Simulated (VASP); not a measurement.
# P in VASP: a series of runs

Runs on P. Level: PBE. Tasks: single point.

All numbers are computed with VASP 6.6.1; they aren't measurements. Logs are shortened: lines on timing, memory, paths and dates and some standing lists are left out, and cuts for length are marked.

## (1) The cell of the first run

The cell holds a slab with vacuum, 4 atoms: a = 3.402 Å, b = 35.909 Å, c = 4.520 Å, α = 90.00°, β = 90.00°, γ = 90.00°.

## (2) Single point, PBE

Input file INCAR:

```
PREC = Accurate ; ENCUT = 520
EDIFF = 1E-6 ; ISMEAR = 0
SIGMA = 0.02 ; LREAL = F
LASPH = T ; NELM = 80
ALGO = Normal ; ISIF = 2
LWAVE = F ; LCHARG = F
GGA = PE ; NBANDS = 18
```

Input file KPOINTS:

```
Automatic mesh
0
Gamma
  8 1 6
```

Input file POSCAR:

```
P
1.0
    3.4022130975      0.0000000000      0.0000000000
    0.0000000000     35.9088537013      0.0000000000
    0.0000000000      0.0000000000      4.5200363318
P
4
Direct
    0.0000000000      0.9705743070      0.5866631245
    0.0000000000      0.0294256930      0.4133368755
    0.5000000000      0.0294256930      0.0866631245
    0.5000000000      0.9705743070      0.9133368755
```

Potentials or basis: VASP PAW PBE potentials, release 64 (P).

Launch:

```console
$ cat potpaw_PBE.64/P/POTCAR > POTCAR
$ mpirun -np 1 vasp_std > vasp.out
```

OUTCAR:

```text
PREC = Accurate
   ENCUT = 520
   EDIFF = 1E-6
   ISMEAR = 0
   LREAL = F
   LASPH = T
   NELM = 80
   ISIF = 2
   GGA = PE

 ion  position               nearest neighbor table
   1  0.000  0.971  0.587-   4 2.25   4 2.25   2 2.25
   2  0.000  0.029  0.413-   3 2.25   3 2.25   1 2.25
   3  0.500  0.029  0.087-   2 2.25   2 2.25   4 2.25
   4  0.500  0.971  0.913-   1 2.25   1 2.25   3 2.25

  LATTYP: Found a simple orthorhombic cell.
 ALAT       =     3.4022130975
 B/A-ratio  =     1.3285576777
 C/A-ratio  =    10.5545574813

  Lattice vectors:

 A1 = (  -3.4022130975,   0.0000000000,   0.0000000000)
 A2 = (   0.0000000000,   0.0000000000,   4.5200363318)
 A3 = (   0.0000000000,  35.9088537013,   0.0000000000)

Analysis of symmetry for initial positions (statically):
=====================================================================
 Subroutine PRICEL returns:
 Original cell was already a primitive cell.

 Routine SETGRP: Setting up the symmetry group for a
 simple orthorhombic supercell.

 Subroutine GETGRP returns: Found  8 space group operations
 (whereof  4 operations were pure point group operations)
 out of a pool of  8 trial point group operations.

The static configuration has the point symmetry C_2h.
 The point group associated with its full space group is D_2h.

Analysis of symmetry for dynamics (positions and initial velocities):
=====================================================================
 Subroutine PRICEL returns:
 Original cell was already a primitive cell.

 Routine SETGRP: Setting up the symmetry group for a
 simple orthorhombic supercell.

 Subroutine GETGRP returns: Found  8 space group operations
 (whereof  4 operations were pure point group operations)
 out of a pool of  8 trial point group operations.

The dynamic configuration has the point symmetry C_2h.
 The point group associated with its full space group is D_2h.

 Subroutine INISYM returns: Found  8 space group operations
 (whereof  4 operations are pure point group operations),
 and found     1 'primitive' translations

----------------------------------------------------------------------------------------

                                     Primitive cell

  volume of cell :     552.2109

  direct lattice vectors                    reciprocal lattice vectors
     3.402213097  0.000000000  0.000000000     0.293926327  0.000000000  0.000000000
     0.000000000 35.908853701  0.000000000     0.000000000  0.027848285  0.000000000
     0.000000000  0.000000000  4.520036332     0.000000000  0.000000000  0.221237160

  length of vectors
     3.402213097 35.908853701  4.520036332     0.293926327  0.027848285  0.221237160

  position of ions in fractional coordinates (direct lattice)
     0.000000000  0.970574307  0.586663124
     0.000000000  0.029425693  0.413336876
     0.500000000  0.029425693  0.086663124
     0.500000000  0.970574307  0.913336876

  ion indices of the primitive-cell ions
   primitive index   ion index
                 1           1
                 2           2
                 3           3
                 4           4

----------------------------------------------------------------------------------------

 KPOINTS: Automatic mesh

Automatic generation of k-mesh.
 Grid dimensions read from file:
 generate k-points for:    8    1    6

 Generating k-lattice:

  Cartesian coordinates                     Fractional coordinates (reciprocal lattice)
     0.036740791  0.000000000  0.000000000     0.125000000  0.000000000  0.000000000
     0.000000000  0.027848285  0.000000000     0.000000000  1.000000000  0.000000000
     0.000000000  0.000000000  0.036872860     0.000000000  0.000000000  0.166666667

  Length of vectors
     0.036740791  0.027848285  0.036872860

  Shift w.r.t. Gamma in fractional coordinates (k-lattice)
     0.000000000  0.000000000  0.000000000

 Subroutine IBZKPT returns following result:
 ===========================================

 Found     20 irreducible k-points:

 Following reciprocal coordinates:
            Coordinates               Weight
  0.000000  0.000000  0.000000      1.000000
  0.125000  0.000000  0.000000      2.000000
  0.250000  0.000000  0.000000      2.000000
  0.375000  0.000000  0.000000      2.000000
  0.500000  0.000000  0.000000      1.000000
  0.000000  0.000000  0.166667      2.000000
[... 12 lines left out ...]
  0.375000  0.000000  0.500000      2.000000
  0.500000  0.000000  0.500000      1.000000
   k-points           NKPTS =     20   k-points in BZ     NKDIM =     20   number of bands    NBANDS=     18
   number of dos      NEDOS =    301   number of ions     NIONS =      4
   total plane-waves  NPLWV = 272160
   dimension x,y,z NGX =    28 NGY =  270 NGZ =   36
   dimension x,y,z NGXF=    56 NGYF=  540 NGZF=   72
   ions per type =               4
   NGX,Y,Z   is equivalent  to a cutoff of  13.68, 12.50, 13.24 a.u.
   NGXF,Y,Z  is equivalent  to a cutoff of  27.36, 25.00, 26.48 a.u.
 SYSTEM =  unknown system
   PREC   = accura    normal or accurate (medium, high low for compatibility)
   ISTART =      0    job   : 0-new  1-cont  2-samecut
   ICHARG =      2    charge: 1-file 2-atom 10-const
   ISPIN  =      1    spin polarized calculation?
   LNONCOLLINEAR =      F non collinear calculations
   LSORBIT =      F    spin-orbit coupling
   LASPH  =      T    aspherical Exc in radial PAW
   ENCUT  =  520.0 eV  38.22 Ry    6.18 a.u.   6.33 66.77  8.40*2*pi/ulx,y,z
   NELM   =     80;   NELMIN=  2; NELMDL= -5     # of ELM steps
   EDIFF  = 0.1E-05   stopping-criterion for ELM
   LREAL  =      F    real-space projection
   EDIFFG = 0.1E-04   stopping-criterion for IOM
   NSW    =      0    number of steps for IOM
   IBRION =     -1    ionic relax: 0-MD 1-quasi-New 2-CG
   NFREE  =      0    steps in history (QN), initial steepest desc. (CG)
   ISIF   =      2    stress and relaxation
   ISYM   =      2    0-nonsym 1-usesym 2-fastsym
   POTIM  = 0.5000    time-step for ionic-motion
   TEBEG  =    0.0;   TEEND  =   0.0 temperature during run
   PSTRESS=    0.0 pullay stress
   NELECT =      20.0000    total number of electrons
   NUPDOWN=      -1.0000    fix difference up-down
   EMIN   =  10.00;   EMAX   =-10.00  energy-range for DOS
   EFERMI =   0.00;   METHOD = LEGACY
   ISMEAR =     0;   SIGMA  =   0.02  broadening in eV -4-tet -1-fermi 0-gaus
   EFERMI_NEDOS =   21; number of points for ismear=-14 and -15
   IALGO  =     38    algorithm
   IMIX   =      4    mixing-type and parameters
     AMIX     =   0.40;   BMIX     =  1.00
     AMIX_MAG =   1.60;   BMIX_MAG =  1.00
  volume/ion in A,a.u.               =     138.05       931.63
  Fermi-wavevector in a.u.,A,eV,Ry     =   0.541647  1.023565  3.991700  0.293382
  Thomas-Fermi vector in A             =   1.569322
   LORBIT       =      0    0 simple, 1 ext, 2 COOP (PROOUT), +10 PAW based schemes
   GGA     = PE    functional components
   LHFCALC =     F    Hartree Fock is set to
   AEXX    =    0.0000 exact exchange contribution
   IVDW    =     0    specifies the selected vdW correction
   LEPSILON=     F    determine dielectric tensor
   LRPA    =     F    only Hartree local field effects (RPA)
 non-spin polarized calculation
 Gauss-broadening in eV      SIGMA  =   0.02
  energy-cutoff  :      520.00
  volume of cell :      552.21
 maximum number of plane-waves:     14941
 NGX is ok and might be reduce to    28
   NGX = 13   NGY =133   NGZ = 17

 number of electron      20.0000000 magnetization

 Free energy of the ion-electron system (eV)
  ---------------------------------------------------
  ext. energy  EPLUGINS =         0.00000000
  ---------------------------------------------------
  free energy    TOTEN  =       -21.43121181 eV

  energy without entropy =      -21.43121181  energy(sigma->0) =      -21.43121181

 E-fermi :  -3.3667     XC(G=0):  -1.7186

 val. band max:       -3.4631970903   @ k =   0.0000   0.0000   0.0000
 cond. band min:      -2.4761328910   @ k =   0.0000   0.0000   0.0000
 fundamental gap:      0.9870641993
 Fermi energy:        -3.3666604003

 k-point     1 :       0.0000    0.0000    0.0000
  band No.  band energies     occupation
      1     -18.2861      2.00000
      2     -15.7131      2.00000
      3     -12.5457      2.00000
      4      -9.0004      2.00000
      5      -8.0699      2.00000
      6      -7.8529      2.00000
[... 10 lines left out ...]
     17       1.5371      0.00000
     18       1.6888      0.00000

 k-point     2 :       0.1250    0.0000    0.0000
  band No.  band energies     occupation
      1     -18.1133      2.00000
      2     -15.5315      2.00000
      3     -12.6917      2.00000
      4      -8.8707      2.00000
      5      -8.4035      2.00000
      6      -7.8600      2.00000
[... 10 lines left out ...]
     17       1.5457      0.00000
     18       1.7397      0.00000

 k-point     3 :       0.2500    0.0000    0.0000
  band No.  band energies     occupation
      1     -17.6005      2.00000
      2     -14.9893      2.00000
      3     -13.2990      2.00000
      4      -9.6980      2.00000
      5      -8.6333      2.00000
      6      -8.5209      2.00000
[... 10 lines left out ...]
     17       1.8512      0.00000
     18       2.0407      0.00000

 k-point     4 :       0.3750    0.0000    0.0000
  band No.  band energies     occupation
      1     -16.7685      2.00000
      2     -14.4147      2.00000
      3     -14.0956      2.00000
      4     -11.3586      2.00000
      5      -8.6270      2.00000
      6      -8.1450      2.00000
[... 291 lines left out ...]
      4     -11.8638      2.00000
      5      -8.8301      2.00000
      6      -8.8301      2.00000
[... 10 lines left out ...]
     17       2.6723      0.00000
     18       2.6723      0.00000

 k-point    19 :       0.3750    0.0000    0.5000
  band No.  band energies     occupation
      1     -15.7813      2.00000
      2     -15.7813      2.00000
      3     -12.5882      2.00000
      4     -12.5882      2.00000
      5      -8.9942      2.00000
      6      -8.9942      2.00000
[... 10 lines left out ...]
     17       3.2013      0.00000
     18       3.2013      0.00000

 k-point    20 :       0.5000    0.0000    0.5000
  band No.  band energies     occupation
      1     -15.3002      2.00000
      2     -15.3002      2.00000
      3     -13.1962      2.00000
      4     -13.1962      2.00000
      5      -8.3044      2.00000
      6      -8.3044      2.00000
[... 10 lines left out ...]
     17       2.8186      0.00000
     18       2.8186      0.00000

------------------------ aborting loop because EDIFF is reached ----------------------------------------

  FORCE on cell =-STRESS in cart. coord.  units (eV):
  Direction    XX          YY          ZZ          XY          YZ          ZX
  --------------------------------------------------------------------------------------
  -------------------------------------------------------------------------------------
  Total       -2.4450782     -0.1683657     -0.1672599      0.0000000      0.0000000      0.0000000
  in kB       -7.0941171     -0.4884941     -0.4852856      0.0000000      0.0000000      0.0000000
  external PRESSURE =      -2.6892989 kB  Pullay stress =       0.0000000 kB

 VOLUME and BASIS-vectors are now :
 -----------------------------------------------------------------------------
  energy-cutoff  :      520.00
  volume of cell :      552.21
      direct lattice vectors                 reciprocal lattice vectors
     3.402213097  0.000000000  0.000000000     0.293926327  0.000000000  0.000000000
     0.000000000 35.908853701  0.000000000     0.000000000  0.027848285  0.000000000
     0.000000000  0.000000000  4.520036332     0.000000000  0.000000000  0.221237160

 POSITION                                       TOTAL-FORCE (eV/Angst)
 -----------------------------------------------------------------------------------
      0.00000     34.85221      2.65174         0.000000      0.036522      0.028478
      0.00000      1.05664      1.86830         0.000000     -0.036522     -0.028478
      1.70111      1.05664      0.39172         0.000000     -0.036522      0.028478
      1.70111     34.85221      4.12832         0.000000      0.036522     -0.028478
 -----------------------------------------------------------------------------------
    total drift:                               -0.000000      0.000000     -0.000000

  FREE ENERGIE OF THE ION-ELECTRON SYSTEM (eV)
  ---------------------------------------------------
  free  energy   TOTEN  =       -21.4312118074 eV

  energy  without entropy=      -21.4312118074  energy(sigma->0) =      -21.43121181
```

It took 2.8 min on 1 thread of Intel Xeon 6975P-C (Granite Rapids), shared host; peak memory 0.61 GiB.

Results:

- Free energy: -21.4312 eV
- Largest force: 0.046 eV/Å
- Band gap on the k mesh: 0.99 eV

Forces in eV/Å, atoms in the order of the input:
```
P    0.000  0.037  0.028
P    0.000 -0.037 -0.028
P    0.000 -0.037  0.028
P    0.000  0.037 -0.028
```

(Part 1 of 2 ends here.)
